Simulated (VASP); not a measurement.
Here is a VASP 6.6.1 calculation.

File INCAR:

```
  ALGO = Normal
  EDIFF = 1E-6
  ENCUT = 520
  GGA = PE
  ISIF = 2
  ISMEAR = 0
  ISPIN = 2
  LASPH = True
  LCHARG = False
  LMAXMIX = 4
  LORBIT = 11
  LREAL = False
  LWAVE = False
  MAGMOM = 0.81
  NBANDS = 15
  NELM = 150
  PREC = Accurate
  SIGMA = 0.1
```

File KPOINTS:

```
k-points
0
Gamma
  20 20 20
```

Contents of POSCAR:

```
Ni
1.0
    0.0000000000      1.7592377746      1.7592377746
    1.7592377746      0.0000000000      1.7592377746
    1.7592377746      1.7592377746      0.0000000000
Ni
1
Direct
    0.0000000000      0.0000000000      0.0000000000
```

Potentials or basis: VASP PAW PBE potentials, release 64 (Ni).

Launch:

```sh
$ cat potpaw_PBE.64/Ni/POTCAR > POTCAR
$ mpirun -np 1 vasp_std > vasp.out
```

Problem. What does it give for the site moments?

Solution. Ni +0.64 μB.

Problem. Predict the net moment.

Solution. 0.63 μB per cell.

Problem. Estimate the pressure.

Solution. 0.0 GPa.
